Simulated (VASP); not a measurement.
Write the native input for VASP 6.6.1 that does the following.

```
Task                   : single point
Functional             : PBE
Dispersion             : D3(BJ)
Potentials or basis    : VASP PAW PBE potentials, release 64 (Al)
Cutoff                 : 520 eV
k mesh                 : 18 × 18 × 6
Occupations            : gaussian, width 0.15 eV
Spin                   : no spin polarisation
Dipole correction      : no
Further INCAR settings : ALGO = Normal; EDIFF = 1e-06; NBANDS = 14
```

The structure of Al lies in POSCAR:

```
Al
1.0
    2.8906475114      0.0000000000      0.0000000000
   -1.4453237557      2.5033741783      0.0000000000
    0.0000000000      0.0000000000      8.7601072834
Al
4
Direct
    0.0000000000      0.0000000000      0.0000000000
    0.3333333333      0.6666666667      0.2500000000
    0.0000000000      0.0000000000      0.5000000000
    0.6666666667      0.3333333333      0.7500000000
```

This isn't the form of Al at room conditions, which is fcc.

These files were run (other wordings do the same):

INCAR

```
PREC = Accurate ; ENCUT = 520
EDIFF = 1E-6 ; ISMEAR = 0
SIGMA = 0.15 ; LREAL = F
LASPH = T ; NELM = 60
ALGO = Normal ; ISIF = 2
LWAVE = F ; LCHARG = T
GGA = PE ; IVDW = 12
LELF = T ; LVHAR = T
NBANDS = 14
```

KPOINTS

```
Automatic mesh
0
Gamma
  18 18 6
```

Potentials or basis: VASP PAW PBE potentials, release 64 (Al).

Command:

```console
$ cat potpaw_PBE.64/Al/POTCAR > POTCAR
$ mpirun -np 1 vasp_std > vasp.out
```

It gave:

The pressure is 0.7 GPa, the band gap on the k mesh is zero (bands 6 and 7 overlap by 6.88 eV) and the dispersion energy per atom is -0.351 eV.

Caveat: the stress differs along the axes, from -1 to 5 GPa.

Run time: 110 s on 1 thread of Intel Xeon 8259CL, with other jobs on the host, peak memory 0.25 GiB.
